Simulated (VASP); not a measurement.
## Te: single point with PBE

The system is Te.

```xyz
3
Lattice="4.2341 -2.3712 0.0000 4.2341 2.3712 0.0000 -0.1305 0.0000 3.9969" Properties=species:S:1:pos:R:3 pbc="T T T"
Te    5.6364    0.0000    2.6979
Te    2.7013    0.0000    1.2990
Te    0.0000    0.0000    0.0000
```

This cell differs from its parent crystal: zz strain of +1 %.

```yaml
Program: VASP 6.6.1
Task: single point
Functional: PBE
Potentials_or_basis: VASP PAW PBE potentials, release 64 (Te)
Cutoff: 520 eV
k_mesh: 8 × 8 × 8
Occupations: fermi-dirac, width 0.05 eV
Spin: no spin polarisation
Dipole_correction: no
Further_INCAR_settings: ALGO = Normal; EDIFF = 1e-06; NBANDS = 16
```

```
Pressure               : 8.7 GPa
Largest force          : 0.486 eV/Å
Band gap on the k mesh : zero (band 9 reaches 10.55 eV, above the bottom of band 10 at 7.10 eV)
```

Forces in eV/Å, atoms in the order of the input:
```
Te  -0.439  0.000 -0.209
Te   0.439  0.000  0.209
Te   0.000  0.000  0.000
```

Stress tensor (GPa, compression positive):
```
8.45 0.00 0.93
0.00 8.52 0.00
0.93 0.00 9.14
```

Levels at points of the mesh, in eV from the Fermi level:
```tsv
k point	band 7	band 8	band 9	band 10	band 11	band 12
(0.00, 0.00, 0.00)	-3.86	-2.23	-1.92	1.48	2.87	3.21
(0.50, 0.00, 0.00)	-2.68	0.11	0.17	0.43	0.88	2.84
(0.50, 0.50, 0.00)	-2.36	0.43	0.49	0.59	0.74	2.45
(0.00, 0.00, 0.50)	-2.61	-1.86	-1.82	-1.79	-1.60	-1.03
(0.50, 0.00, 0.50)	-3.86	-3.69	1.66	1.90	1.90	3.19
(0.50, 0.50, 0.50)	-3.88	-3.71	1.57	1.69	2.23	2.67
```

Run time: 79 s on 1 thread of Intel(R) Xeon(R) Platinum 8488C (Sapphire Rapids) (shared host), peak memory 0.29 GiB.

Caveat: the cell differs from its parent crystal (zz strain of +1 %); spin-orbit coupling is left out, which moves the levels of the heavy elements.
